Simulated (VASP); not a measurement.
# BAs (flat sheet) in VASP: a series of runs

Runs on BAs (flat sheet). Level: PBEsol. Tasks: single point.

All numbers are computed with VASP 6.6.1; they aren't measurements. Logs are shortened: lines on timing, memory, paths and dates and some standing lists are left out, and cuts for length are marked.

**1. The cell of the first run**

The cell holds a wire with vacuum, 6 atoms: a = 15.800 Å, b = 9.300 Å, c = 3.346 Å, α = 90.00°, β = 90.00°, γ = 90.00°.

**2. Single point, PBEsol**

File INCAR:

```
ALGO     = Normal         # electronic algorithm
EDIFF    = 1E-6           # SCF threshold, eV
ENCUT    = 520            # plane-wave cutoff, eV
GGA      = PS             # functional
ISIF     = 2              # what is computed and relaxed
ISMEAR   = 0              # smearing method
LASPH    = T              # aspherical terms in the spheres
LCHARG   = F              # write CHGCAR
LREAL    = F              # projectors in reciprocal space
LWAVE    = F              # write WAVECAR
NBANDS   = 21             # bands
NELM     = 60             # most SCF steps
PREC     = Accurate       # precision mode
SIGMA    = 0.05           # smearing width, eV
```

File KPOINTS:

```
k-points
0
Gamma
  1 1 16
```

File POSCAR:

```
BAs
1.0
   15.8000000000      0.0000000000      0.0000000000
    0.0000000000      9.3000000000      0.0000000000
    0.0000000000      0.0000000000      3.3459444851
B As
3 3
Direct
    0.3458257220      0.5000000000      1.0000000000
    0.5324510356      0.5000000000      0.5000000000
    0.7135205979      0.5000000000      0.0000000000
    0.2781054781      0.5000000000      0.5000000000
    0.4709800913      0.5000000000      0.0000000000
    0.6591170751      0.5000000000      0.5000000000
```

Potentials or basis: VASP PAW PBE potentials, release 64 (B, As).

Command:

```sh
cat potpaw_PBE.64/B/POTCAR potpaw_PBE.64/As/POTCAR > POTCAR
mpirun -np 1 vasp_std > vasp.out
```

OUTCAR:

```text
EDIFF = 1E-6
   ENCUT = 520
   GGA = PS
   ISIF = 2
   ISMEAR = 0
   LASPH = T
   LREAL = F
   NELM = 60
   PREC = Accurate

 ion  position               nearest neighbor table
   1  0.346  0.500  0.000-   5 1.98   4 1.99   4 1.99
   2  0.532  0.500  0.500-   5 1.93   5 1.93   6 2.00
   3  0.714  0.500  0.000-   6 1.88   6 1.88
   4  0.278  0.500  0.500-   1 1.99   1 1.99
   5  0.471  0.500  0.000-   2 1.93   2 1.93   1 1.98
   6  0.659  0.500  0.500-   3 1.88   3 1.88   2 2.00

  LATTYP: Found a simple orthorhombic cell.
 ALAT       =     3.3459444851
 B/A-ratio  =     2.7794842507
 C/A-ratio  =     4.7221345334

  Lattice vectors:

 A1 = (   0.0000000000,   0.0000000000,  -3.3459444851)
 A2 = (   0.0000000000,   9.3000000000,   0.0000000000)
 A3 = (  15.8000000000,   0.0000000000,   0.0000000000)

Analysis of symmetry for initial positions (statically):
=====================================================================
 Subroutine PRICEL returns:
 Original cell was already a primitive cell.

 Routine SETGRP: Setting up the symmetry group for a
 simple orthorhombic supercell.

 Subroutine GETGRP returns: Found  4 space group operations
 (whereof  4 operations were pure point group operations)
 out of a pool of  8 trial point group operations.

The static configuration has the point symmetry C_2v.

Analysis of symmetry for dynamics (positions and initial velocities):
=====================================================================
 Subroutine PRICEL returns:
 Original cell was already a primitive cell.

 Routine SETGRP: Setting up the symmetry group for a
 simple orthorhombic supercell.

 Subroutine GETGRP returns: Found  4 space group operations
 (whereof  4 operations were pure point group operations)
 out of a pool of  8 trial point group operations.

The dynamic configuration has the point symmetry C_2v.

 Subroutine INISYM returns: Found  4 space group operations
 (whereof  4 operations are pure point group operations),
 and found     1 'primitive' translations

----------------------------------------------------------------------------------------

                                     Primitive cell

[... 80 lines left out ...]
   ENCUT  =  520.0 eV  38.22 Ry    6.18 a.u.  29.38 17.29  6.22*2*pi/ulx,y,z
   NELM   =     60;   NELMIN=  2; NELMDL= -5     # of ELM steps
   EDIFF  = 0.1E-05   stopping-criterion for ELM
   LREAL  =      F    real-space projection
   EDIFFG = 0.1E-04   stopping-criterion for IOM
   NSW    =      0    number of steps for IOM
   IBRION =     -1    ionic relax: 0-MD 1-quasi-New 2-CG
   NFREE  =      0    steps in history (QN), initial steepest desc. (CG)
   ISIF   =      2    stress and relaxation
   ISYM   =      2    0-nonsym 1-usesym 2-fastsym
   POTIM  = 0.5000    time-step for ionic-motion
   TEBEG  =    0.0;   TEEND  =   0.0 temperature during run
   PSTRESS=    0.0 pullay stress
   NELECT =      24.0000    total number of electrons
   NUPDOWN=      -1.0000    fix difference up-down
   EMIN   =  10.00;   EMAX   =-10.00  energy-range for DOS
   EFERMI =   0.00;   METHOD = LEGACY
   ISMEAR =     0;   SIGMA  =   0.05  broadening in eV -4-tet -1-fermi 0-gaus
   EFERMI_NEDOS =   21; number of points for ismear=-14 and -15
   IALGO  =     38    algorithm
   IMIX   =      4    mixing-type and parameters
     AMIX     =   0.40;   BMIX     =  1.00
     AMIX_MAG =   1.60;   BMIX_MAG =  1.00
  volume/ion in A,a.u.               =      81.94       552.97
  Fermi-wavevector in a.u.,A,eV,Ry     =   0.598309  1.130640  4.870530  0.357974
  Thomas-Fermi vector in A             =   1.649365
   LORBIT       =      0    0 simple, 1 ext, 2 COOP (PROOUT), +10 PAW based schemes
   GGA     = PS    functional components
   LHFCALC =     F    Hartree Fock is set to
   AEXX    =    0.0000 exact exchange contribution
   IVDW    =     0    specifies the selected vdW correction
   LEPSILON=     F    determine dielectric tensor
   LRPA    =     F    only Hartree local field effects (RPA)
 non-spin polarized calculation
 Gauss-broadening in eV      SIGMA  =   0.05
  energy-cutoff  :      520.00
  volume of cell :      491.65
 maximum number of plane-waves:     13256
 NGX is ok and might be reduce to   120
   NGX = 59   NGY = 35   NGZ = 13

 number of electron      24.0000001 magnetization

 Free energy of the ion-electron system (eV)
  ---------------------------------------------------
  ext. energy  EPLUGINS =         0.00000000
  ---------------------------------------------------
  free energy    TOTEN  =       -30.23309926 eV

  energy without entropy =      -30.22858548  energy(sigma->0) =      -30.23084237

 E-fermi :  -3.4709     XC(G=0):  -3.0211

 val. band max:       -3.5048874651   @ k =   0.0000   0.0000   0.3750
 cond. band min:      -3.4363833312   @ k =   0.0000   0.0000   0.3125
 fundamental gap:      0.0685041339
 Fermi energy:        -3.4709083911

 k-point     1 :       0.0000    0.0000    0.0000
  band No.  band energies     occupation
      1     -17.0494      2.00000
      2     -15.9820      2.00000
      3     -14.5332      2.00000
      4     -10.3910      2.00000
      5      -7.7566      2.00000
      6      -7.0792      2.00000
[... 205 lines left out ...]
     20       3.4665      0.00000
     21       3.5984      0.00000

------------------------ aborting loop because EDIFF is reached ----------------------------------------

  FORCE on cell =-STRESS in cart. coord.  units (eV):
  Direction    XX          YY          ZZ          XY          YZ          ZX
  --------------------------------------------------------------------------------------
  -------------------------------------------------------------------------------------
  Total        0.5416775      0.0213959      0.8289587      0.0000000      0.0000000      0.0000000
  in kB        1.7651948      0.0697240      2.7013739      0.0000000      0.0000000      0.0000000
  external PRESSURE =       1.5120976 kB  Pullay stress =       0.0000000 kB

 VOLUME and BASIS-vectors are now :
 -----------------------------------------------------------------------------
  energy-cutoff  :      520.00
  volume of cell :      491.65
      direct lattice vectors                 reciprocal lattice vectors
    15.800000000  0.000000000  0.000000000     0.063291139  0.000000000  0.000000000
     0.000000000  9.300000000  0.000000000     0.000000000  0.107526882  0.000000000
     0.000000000  0.000000000  3.345944485     0.000000000  0.000000000  0.298869274

 POSITION                                       TOTAL-FORCE (eV/Angst)
 -----------------------------------------------------------------------------------
      5.46405      4.65000      0.00000         0.018132      0.000000      0.000000
      8.41273      4.65000      1.67297         0.032660      0.000000      0.000000
     11.27363      4.65000      0.00000         0.107905      0.000000      0.000000
      4.39407      4.65000      1.67297        -0.088494      0.000000      0.000000
      7.44149      4.65000      0.00000        -0.031025      0.000000      0.000000
     10.41405      4.65000      1.67297        -0.039177      0.000000      0.000000
 -----------------------------------------------------------------------------------
    total drift:                                0.000165     -0.000000     -0.000000

  FREE ENERGIE OF THE ION-ELECTRON SYSTEM (eV)
  ---------------------------------------------------
  free  energy   TOTEN  =       -30.2330992626 eV

  energy  without entropy=      -30.2285854795  energy(sigma->0) =      -30.23084237
```

It took 2.2 min on 1 thread of Intel Xeon Platinum 8259CL at 2.50GHz (Skylake/Cascade Lake), shared host; peak memory 0.52 GiB.

Results:

| Property | Result |
| --- | --- |
| Free energy | -30.2331 eV |
| Largest force | 0.108 eV/Å |
| Band gap on the k mesh | 0.07 eV, indirect (least direct gap 0.24 eV) |

Forces on the atoms (eV/Å):
```
B    0.018  0.000  0.000
B    0.033  0.000  0.000
B    0.108  0.000  0.000
As  -0.088  0.000  0.000
As  -0.031  0.000  0.000
As  -0.039  0.000  0.000
```

Caveat: the PAW data sets were made with another functional, which shifts forces and pressure a little.

**3. Single point, PBEsol**

This run uses another cell than the first one, of 82.33 Å³/atom, 1.005 times its volume.

File INCAR:

```
PREC = Accurate
ENCUT = 520
EDIFF = 1E-6
ISMEAR = 0
SIGMA = 0.05
LREAL = False
LASPH = True
NELM = 100
ALGO = Normal
ISIF = 2
LWAVE = False
LCHARG = False
GGA = PS
NBANDS = 21
```

File KPOINTS:

```
regular mesh
0
Gamma
  1 1 16
```

File POSCAR:

```
BAs
1.0
   15.8000000000      0.0000000000      0.0000000000
    0.0000000000      9.3000000000      0.0000000000
    0.0000000000      0.0000000000      3.3618640676
B As
3 3
Direct
    0.3464419997      0.5000000000      1.0000000000
    0.5307116001      0.5000000000      0.5000000000
    0.7149812005      0.5000000000      0.0000000000
    0.2850187995      0.5000000000      0.5000000000
    0.4692883999      0.5000000000      0.0000000000
    0.6535580003      0.5000000000      0.5000000000
```

Potentials or basis: VASP PAW PBE potentials, release 64 (B, As).

Command:

```sh
cat potpaw_PBE.64/B/POTCAR potpaw_PBE.64/As/POTCAR > POTCAR
mpirun -np 1 vasp_std > vasp.out
```

OUTCAR:

```text
PREC = Accurate
   ENCUT = 520
   EDIFF = 1E-6
   ISMEAR = 0
   LREAL = False
   LASPH = True
   NELM = 100
   ISIF = 2
   GGA = PS

 ion  position               nearest neighbor table
   1  0.346  0.500  0.000-   5 1.94   4 1.94   4 1.94
   2  0.531  0.500  0.500-   6 1.94   5 1.94   5 1.94
   3  0.715  0.500  0.000-   6 1.94   6 1.94
   4  0.285  0.500  0.500-   1 1.94   1 1.94
   5  0.469  0.500  0.000-   1 1.94   2 1.94   2 1.94
   6  0.654  0.500  0.500-   2 1.94   3 1.94   3 1.94

  LATTYP: Found a simple orthorhombic cell.
 ALAT       =     3.3618640676
 B/A-ratio  =     2.7663224369
 C/A-ratio  =     4.6997736025

  Lattice vectors:

 A1 = (   0.0000000000,   0.0000000000,  -3.3618640676)
 A2 = (   0.0000000000,   9.3000000000,   0.0000000000)
 A3 = (  15.8000000000,   0.0000000000,   0.0000000000)

Analysis of symmetry for initial positions (statically):
=====================================================================
 Subroutine PRICEL returns:
 Original cell was already a primitive cell.

[... 163 lines left out ...]

 val. band max:       -3.4996981513   @ k =   0.0000   0.0000   0.3750
 cond. band min:      -3.4432819672   @ k =   0.0000   0.0000   0.3125
 fundamental gap:      0.0564161841
 Fermi energy:        -3.4756045468

 k-point     1 :       0.0000    0.0000    0.0000
  band No.  band energies     occupation
      1     -17.0037      2.00000
      2     -16.0073      2.00000
      3     -14.7054      2.00000
      4     -10.4921      2.00000
      5      -7.7978      2.00000
      6      -7.0650      2.00000
[... 205 lines left out ...]
     20       3.5332      0.00000
     21       3.6759      0.00000

------------------------ aborting loop because EDIFF is reached ----------------------------------------

  FORCE on cell =-STRESS in cart. coord.  units (eV):
  Direction    XX          YY          ZZ          XY          YZ          ZX
  --------------------------------------------------------------------------------------
  -------------------------------------------------------------------------------------
  Total        3.6464566      0.0184210     -0.6165438      0.0000000      0.0000000      0.0000000
  in kB       11.8266420      0.0597454     -1.9996516      0.0000000      0.0000000      0.0000000
  external PRESSURE =       3.2955786 kB  Pullay stress =       0.0000000 kB

 VOLUME and BASIS-vectors are now :
 -----------------------------------------------------------------------------
  energy-cutoff  :      520.00
  volume of cell :      493.99
      direct lattice vectors                 reciprocal lattice vectors
    15.800000000  0.000000000  0.000000000     0.063291139  0.000000000  0.000000000
     0.000000000  9.300000000  0.000000000     0.000000000  0.107526882  0.000000000
     0.000000000  0.000000000  3.361864068     0.000000000  0.000000000  0.297454025

 POSITION                                       TOTAL-FORCE (eV/Angst)
 -----------------------------------------------------------------------------------
      5.47378      4.65000      0.00000         0.512516      0.000000      0.000000
      8.38524      4.65000      1.68093        -0.562076      0.000000      0.000000
     11.29670      4.65000      0.00000        -0.898882      0.000000      0.000000
      4.50330      4.65000      1.68093        -1.298014      0.000000      0.000000
      7.41476      4.65000      0.00000         0.559968      0.000000      0.000000
     10.32622      4.65000      1.68093         1.686488      0.000000      0.000000
 -----------------------------------------------------------------------------------
    total drift:                               -0.000064      0.000000      0.000000

  FREE ENERGIE OF THE ION-ELECTRON SYSTEM (eV)
  ---------------------------------------------------
  free  energy   TOTEN  =       -30.0794813578 eV

  energy  without entropy=      -30.0732026614  energy(sigma->0) =      -30.07634201
```

stdout:

```text
POSCAR found type information on POSCAR B As
 POSCAR found :  2 types and       6 ions
 scaLAPACK will be used
 -----------------------------------------------------------------------------
|                                                                             |
|                                                                             |
|     You enforced a specific xc type in the INCAR file but a different       |
|     I HOPE YOU KNOW WHAT YOU ARE DOING!                                     |
|                                                                             |
 -----------------------------------------------------------------------------

 LDA part: xc-table for (Slater+PW92), standard interpolation
 POSCAR, INCAR and KPOINTS ok, starting setup
 FFT: planning ... GRIDC
 FFT: planning ... GRID_SOFT
 FFT: planning ... GRID
 WAVECAR not read
 entering main loop
```

Run time: 2.1 min. Hardware: 1 thread of Intel Xeon Platinum 8259CL at 2.50GHz (Skylake/Cascade Lake), shared host; peak memory 0.52 GiB.

Results:

```
Free energy            : -30.0795 eV
Largest force          : 1.686 eV/Å
Band gap on the k mesh : 0.06 eV, indirect (least direct gap 0.20 eV)
```

Forces in eV/Å, atoms in the order of the input:
```
B    0.513  0.000  0.000
B   -0.562  0.000  0.000
B   -0.899  0.000  0.000
As  -1.298  0.000  0.000
As   0.560  0.000  0.000
As   1.686  0.000  0.000
```

Caveat: the PAW data sets were made with another functional, which shifts forces and pressure a little.
